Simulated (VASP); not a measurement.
# ScMnS3 (Pm-3m) in VASP: notebook

Runs on ScMnS3. Level: PBE. Tasks: relaxation of cell and atoms, single point.

All numbers are computed with VASP 6.6.1; they aren't measurements. Logs are shortened: lines on timing, memory, paths and dates and some standing lists are left out, and cuts for length are marked.

### Step 1. The cell of the first run

The structure is cubic, space group Pm-3m (No. 221). Conventional cell: a = 4.530 Å, b = 4.530 Å, c = 4.530 Å, α = 90.00°, β = 90.00°, γ = 90.00°. Sc (site symmetry m-3m) has 12 S at 3.20 Å and 8 Mn at 3.92 Å within 4.2 Å. Mn (site symmetry m-3m) has 6 S at 2.27 Å within 3.0 Å. Within 3.0 Å of S (site symmetry 4/mmm) lie 2 Mn at 2.27 Å.

### Step 2. Relaxation of cell and atoms, PBE, collinear spin, ferromagnetic start

The input, INCAR:

```
PREC     = Accurate       # precision mode
ENCUT    = 600            # plane-wave cutoff, eV
EDIFF    = 1E-6           # SCF threshold, eV
ISMEAR   = 0              # smearing method
SIGMA    = 0.1            # smearing width, eV
LREAL    = False          # projectors in reciprocal space
LASPH    = True           # aspherical terms in the spheres
NELM     = 150            # most SCF steps
ALGO     = Normal         # electronic algorithm
ISIF     = 3              # what is computed and relaxed
LWAVE    = False          # write WAVECAR
LCHARG   = False          # write CHGCAR
ISPIN    = 2              # spin polarisation
MAGMOM   = 0 3.2 0 0 0    # initial moments
LORBIT   = 11             # projections on sites
LMAXMIX  = 4              # l up to which the mixer works
GGA      = PE             # functional
IBRION   = 2              # ionic algorithm
NSW      = 100            # ionic steps
EDIFFG   = -0.01          # ionic threshold
```

The input, KPOINTS:

```
Automatic mesh
0
Gamma
  8 8 8
```

The input, POSCAR:

```
ScMnS3
1.0
    4.5304957362      0.0000000000      0.0000000000
    0.0000000000      4.5304957362      0.0000000000
    0.0000000000      0.0000000000      4.5304957362
Sc Mn S
1 1 3
Direct
    0.5000000000      0.5000000000      0.5000000000
    0.0000000000      0.0000000000      0.0000000000
    0.5000000000      0.0000000000      0.0000000000
    0.0000000000      0.5000000000      0.0000000000
    0.0000000000      0.0000000000      0.5000000000
```

Potentials or basis: VASP PAW PBE potentials, release 64 (Sc_sv, Mn_pv, S).

Launch:

```console
cat potpaw_PBE.64/Sc_sv/POTCAR potpaw_PBE.64/Mn_pv/POTCAR potpaw_PBE.64/S/POTCAR > POTCAR
mpirun -np 1 vasp_std > vasp.out
```

OUTCAR:

```text
PREC = Accurate
   ENCUT = 600
   EDIFF = 1E-6
   ISMEAR = 0
   LREAL = False
   LASPH = True
   NELM = 150
   ISIF = 3
   ISPIN = 2
   LORBIT = 11
   GGA = PE
   IBRION = 2
   NSW = 100
   EDIFFG = -0.01

 ion  position               nearest neighbor table
   1  0.500  0.500  0.500-
   2  0.000  0.000  0.000-   3 2.27   4 2.27   5 2.27   5 2.27   4 2.27   3 2.27
   3  0.500  0.000  0.000-   2 2.27   2 2.27
   4  0.000  0.500  0.000-   2 2.27   2 2.27
   5  0.000  0.000  0.500-   2 2.27   2 2.27

  LATTYP: Found a simple cubic cell.
 ALAT       =     4.5304957362

  Lattice vectors:

 A1 = (   4.5304957362,   0.0000000000,   0.0000000000)
 A2 = (   0.0000000000,   4.5304957362,   0.0000000000)
 A3 = (   0.0000000000,   0.0000000000,   4.5304957362)

Analysis of symmetry for initial positions (statically):
=====================================================================
 Subroutine PRICEL returns:
 Original cell was already a primitive cell.

 Routine SETGRP: Setting up the symmetry group for a
 simple cubic supercell.

 Subroutine GETGRP returns: Found 48 space group operations
 (whereof 48 operations were pure point group operations)
 out of a pool of 48 trial point group operations.

The static configuration has the point symmetry O_h .

Analysis of symmetry for dynamics (positions and initial velocities):
=====================================================================
 Subroutine PRICEL returns:
 Original cell was already a primitive cell.

 Routine SETGRP: Setting up the symmetry group for a
 simple cubic supercell.

 Subroutine GETGRP returns: Found 48 space group operations
 (whereof 48 operations were pure point group operations)
 out of a pool of 48 trial point group operations.

The dynamic configuration has the point symmetry O_h .

Analysis of structural, dynamic, and magnetic symmetry:
=====================================================================
 Subroutine PRICEL returns:
 Original cell was already a primitive cell.

 Routine SETGRP: Setting up the symmetry group for a
 simple cubic supercell.

 Subroutine GETGRP returns: Found 48 space group operations
 (whereof 48 operations were pure point group operations)
 out of a pool of 48 trial point group operations.

The overall configuration has the point symmetry O_h .

 Subroutine INISYM returns: Found 48 space group operations
 (whereof 48 operations are pure point group operations),
 and found     1 'primitive' translations

----------------------------------------------------------------------------------------

                                     Primitive cell

  volume of cell :      92.9902

  direct lattice vectors                    reciprocal lattice vectors
     4.530495736  0.000000000  0.000000000     0.220726397  0.000000000  0.000000000
     0.000000000  4.530495736  0.000000000     0.000000000  0.220726397  0.000000000
     0.000000000  0.000000000  4.530495736     0.000000000  0.000000000  0.220726397

  length of vectors
     4.530495736  4.530495736  4.530495736     0.220726397  0.220726397  0.220726397

  position of ions in fractional coordinates (direct lattice)
     0.500000000  0.500000000  0.500000000
     0.000000000  0.000000000  0.000000000
     0.500000000  0.000000000  0.000000000
     0.000000000  0.500000000  0.000000000
     0.000000000  0.000000000  0.500000000

  ion indices of the primitive-cell ions
   primitive index   ion index
                 1           1
                 2           2
                 3           3
                 4           4
                 5           5

----------------------------------------------------------------------------------------

 KPOINTS: Automatic mesh

Automatic generation of k-mesh.
 Grid dimensions read from file:
 generate k-points for:    8    8    8

 Generating k-lattice:

  Cartesian coordinates                     Fractional coordinates (reciprocal lattice)
     0.027590800  0.000000000  0.000000000     0.125000000  0.000000000  0.000000000
[... 48 lines left out ...]
     AMIX     =   0.40;   BMIX     =  1.00
     AMIX_MAG =   1.60;   BMIX_MAG =  1.00
  volume/ion in A,a.u.               =      18.60       125.51
  Fermi-wavevector in a.u.,A,eV,Ry     =   1.256065  2.373619 21.465911  1.577700
  Thomas-Fermi vector in A             =   2.389791
   LORBIT       =     11    0 simple, 1 ext, 2 COOP (PROOUT), +10 PAW based schemes
   GGA     = PE    functional components
   LHFCALC =     F    Hartree Fock is set to
   AEXX    =    0.0000 exact exchange contribution
   IVDW    =     0    specifies the selected vdW correction
   LEPSILON=     F    determine dielectric tensor
   LRPA    =     F    only Hartree local field effects (RPA)
 conjugate gradient relaxation of ions
 spin polarized calculation
 Gauss-broadening in eV      SIGMA  =   0.10
  energy-cutoff  :      600.00
  volume of cell :       92.99
 maximum number of plane-waves:      3136
   NGX = 19   NGY = 19   NGZ = 19

--------------------------------------- Ionic step        1  -------------------------------------------

 number of electron      42.0000026 magnetization       3.6525147

 Free energy of the ion-electron system (eV)
  ---------------------------------------------------
  ext. energy  EPLUGINS =         0.00000000
  ---------------------------------------------------
  free energy    TOTEN  =       -30.42234968 eV

  energy without entropy =      -30.41359159  energy(sigma->0) =      -30.41797064

------------------------ aborting loop because EDIFF is reached ----------------------------------------

  FORCE on cell =-STRESS in cart. coord.  units (eV):
  Direction    XX          YY          ZZ          XY          YZ          ZX
  --------------------------------------------------------------------------------------
  -------------------------------------------------------------------------------------
  Total        0.6381501      0.6381501      0.6381501     -0.0000000      0.0000000     -0.0000000
  in kB       10.9950263     10.9950263     10.9950263     -0.0000000      0.0000000     -0.0000000
  external PRESSURE =      10.9950263 kB  Pullay stress =       0.0000000 kB
[... 63 lines left out ...]
  energy  without entropy=      -30.4180824704  energy(sigma->0) =      -30.42212336

--------------------------------------- Ionic step        3  -------------------------------------------

 number of electron      42.0000025 magnetization       3.6769132

 Free energy of the ion-electron system (eV)
  ---------------------------------------------------
  ext. energy  EPLUGINS =         0.00000000
  ---------------------------------------------------
  free energy    TOTEN  =       -30.42668315 eV

  energy without entropy =      -30.41852320  energy(sigma->0) =      -30.42260318

 E-fermi :   5.8853     XC(G=0): -10.2895

 val. band max:        5.8768721789   @ k =   0.2500   0.1250   0.0000
 cond. band min:       5.8902326067   @ k =   0.5000   0.5000   0.3750
 fundamental gap:      0.0133604277
 Fermi energy:         5.8853088573

 spin component 1

 k-point     1 :       0.0000    0.0000    0.0000
  band No.  band energies     occupation
      1     -45.7453      1.00000
      2     -44.3543      1.00000
      3     -44.3543      1.00000
      4     -44.3543      1.00000
      5     -24.2840      1.00000
      6     -24.2840      1.00000
[... 709 lines left out ...]
     26       7.0396      0.00000
     27       7.3240      0.00000

 [... further k-points ...]

 spin component 2

 k-point     1 :       0.0000    0.0000    0.0000
  band No.  band energies     occupation
      1     -45.6661      1.00000
      2     -40.9160      1.00000
      3     -40.9160      1.00000
      4     -40.9160      1.00000
      5     -24.2022      1.00000
      6     -24.2022      1.00000
[... 743 lines left out ...]
  FREE ENERGIE OF THE ION-ELECTRON SYSTEM (eV)
  ---------------------------------------------------
  free  energy   TOTEN  =       -30.4266831483 eV

  energy  without entropy=      -30.4185232043  energy(sigma->0) =      -30.42260318

 reached required accuracy - stopping structural energy minimisation

 total charge

# of ion       s       p       d       tot
------------------------------------------
    1        2.093   6.015   0.847   8.955
    2        0.312   6.346   5.089  11.747
    3        1.354   2.376   0.000   3.729
    4        1.354   2.376   0.000   3.729
    5        1.354   2.376   0.000   3.729
--------------------------------------------------
tot          6.466  19.488   5.936  31.890

 magnetization (x)

# of ion       s       p       d       tot
------------------------------------------
    1        0.008   0.005   0.082   0.095
    2        0.031   0.031   3.149   3.211
    3        0.009   0.016   0.000   0.024
    4        0.009   0.016   0.000   0.024
    5        0.009   0.016   0.000   0.024
--------------------------------------------------
tot          0.066   0.082   3.230   3.378
```

Run time: 6.6 min. Hardware: 1 thread of Intel Xeon Platinum 8259CL at 2.50GHz (Skylake/Cascade Lake), shared host; peak memory 0.36 GiB.

What came out:

```
Free energy                                           : -30.4267 eV
Relaxed volume                                        : 18.85 Å³/atom
Relaxed cell                                          : a = 4.551 Å, b = 4.551 Å, c = 4.551 Å, α = 90.00°, β = 90.00°, γ = 90.00°
Space group after relaxing (to 0.05 Å)                : Pm-3m (No. 221)
Energy gained by relaxing                             : 0.9 meV/atom
Ionic steps                                           : 3
Pressure after relaxing                               : 0.0 GPa
Net moment                                            : 3.68 μB per cell
Site moments                                          : Sc +0.10; Mn +3.21; S +0.02 μB
Valence electrons inside the program's atomic spheres : Sc 8.96; Mn 11.75; S 3.73
```

The path:
```
step  energy change (eV)  largest force (eV/Å)  pressure (GPa)  volume (Å³)
   1              0.0000                0.0000            1.10        92.99
   2             -0.0038                0.0000           -0.36        94.72
   3             -0.0043                0.0000            0.00        94.27
```

Final structure:
```cif
data_structure
_symmetry_space_group_name_H-M 'P 1'
_symmetry_Int_Tables_number 1
_cell_length_a 4.5512
_cell_length_b 4.5512
_cell_length_c 4.5512
_cell_angle_alpha 90.000
_cell_angle_beta 90.000
_cell_angle_gamma 90.000
_cell_volume 94.27
loop_
_atom_site_label
_atom_site_type_symbol
_atom_site_fract_x
_atom_site_fract_y
_atom_site_fract_z
_atom_site_occupancy
Sc1 Sc 0.50000 0.50000 0.50000 1
Mn1 Mn 0.00000 0.00000 0.00000 1
S1 S 0.50000 0.00000 0.00000 1
S2 S 0.00000 0.50000 0.00000 1
S3 S 0.00000 0.00000 0.50000 1
```

Levels at points of the mesh, in eV from the Fermi level:
Spin up:
| k point | band 19 | band 20 | band 21 | band 22 | band 23 | band 24 | band 25 | band 26 | band 27 |
| --- | --- | --- | --- | --- | --- | --- | --- | --- | --- |
| (0.00, 0.00, 0.00) | -1.73 | -1.73 | -1.73 | -0.78 | -0.78 | -0.78 | 0.17 | 0.17 | 0.38 |
| (0.50, 0.00, 0.00) | -1.79 | -1.37 | -1.37 | -1.00 | -1.00 | 0.02 | 0.37 | 0.62 | 1.46 |
| (0.50, 0.50, 0.00) | -1.82 | -1.32 | -1.32 | -1.06 | -0.51 | 0.67 | 0.73 | 1.42 | 1.64 |
| (0.50, 0.50, 0.50) | -1.58 | -0.02 | -0.02 | -0.02 | 0.61 | 0.61 | 0.61 | 0.71 | 0.74 |
Spin down:
```csv
k point,band 15,band 16,band 17,band 18,band 19,band 20,band 21,band 22,band 23,band 24
"(0.00, 0.00, 0.00)",-1.60,-1.60,-0.71,-0.71,-0.71,-0.54,-0.54,-0.54,-0.08,-0.08
"(0.50, 0.00, 0.00)",-3.36,-3.36,-2.91,-1.28,-1.28,-0.23,0.47,0.66,0.71,1.47
"(0.50, 0.50, 0.00)",-3.57,-3.57,-2.82,-2.82,-0.38,0.54,0.64,0.90,0.90,1.36
"(0.50, 0.50, 0.50)",-3.98,-3.98,0.12,0.12,0.12,0.70,0.70,0.70,0.83,0.83
```

Caveat: a cell with one magnetic atom can't hold antiferromagnetic order, which such compounds often take; semilocal functionals often make such compounds metallic where correlation or magnetic order opens a gap, which also shifts bond lengths.

(Part 1 of 2 ends here.)
